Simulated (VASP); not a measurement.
Zn2HO4:

```
Zn H O
1.0
     0.00000    3.34976    0.00000
     3.34976    0.00000    0.00000
     1.67488    1.67488   -5.08061
Zn H O
2 1 4
Direct
  0.35000 0.35000 0.30000
  0.65000 0.65000 0.70000
  0.00000 0.00000 0.00000
  0.75000 0.25000 0.50000
  0.25000 0.75000 0.50000
  0.50000 0.00000 0.00000
  0.00000 0.50000 0.00000
```

```yaml
Program: VASP 6.6.1
Task: relaxation of cell and atoms
Functional: PBE
Potentials_or_basis: VASP PAW PBE potentials, release 64 (Zn, H, O)
Cutoff: 600 eV
k_mesh: 6 × 6 × 6
Occupations: fermi-dirac, width 0.1 eV
Spin: no spin polarisation
```

At the start: pressure 22.4 GPa; volume 8.14 Å³/atom.

**Question.** Where does the relaxation end?

**Answer.** Over 9 steps the energy falls by 107.6 meV/atom and the volume is 9.01 Å³/atom (+10.6 %); space group I4/mmm (No. 139, to 0.05 Å).

The path:
| step | energy change (eV) | largest force (eV/Å) | pressure (GPa) | volume (Å³) |
| --- | --- | --- | --- | --- |
| 1 | 0.0000 | 1.5732 | 22.35 | 57.01 |
| 2 | -0.4768 | 0.0032 | -7.17 | 66.90 |
| 3 | -0.5358 | 0.3081 | -1.38 | 64.10 |
| 4 | -0.6144 | 0.2673 | -1.17 | 63.92 |
| 5 | -0.7513 | 0.1083 | -0.27 | 63.20 |
| 6 | -0.7517 | 0.0902 | 0.05 | 63.12 |
| 7 | -0.7518 | 0.0964 | -0.07 | 63.15 |
| 8 | -0.7530 | 0.0354 | -0.07 | 63.09 |
| 9 | -0.7532 | 0.0022 | -0.13 | 63.06 |

Final structure:
```cif
data_structure
_symmetry_space_group_name_H-M 'P 1'
_symmetry_Int_Tables_number 1
_cell_length_a 3.3286
_cell_length_b 3.3286
_cell_length_c 6.1588
_cell_angle_alpha 74.322
_cell_angle_beta 74.322
_cell_angle_gamma 90.000
_cell_volume 63.06
loop_
_atom_site_label
_atom_site_type_symbol
_atom_site_fract_x
_atom_site_fract_y
_atom_site_fract_z
_atom_site_occupancy
Zn1 Zn 0.36347 0.36347 0.27307 1
Zn2 Zn 0.63653 0.63653 0.72693 1
H1 H 0.00000 0.00000 0.00000 1
O1 O 0.75000 0.25000 0.50000 1
O2 O 0.25000 0.75000 0.50000 1
O3 O 0.50000 0.00000 0.00000 1
O4 O 0.00000 0.50000 0.00000 1
```

Caveat: an odd number of electrons without spin polarisation forces a metal; a magnetic or distorted state may lie lower.
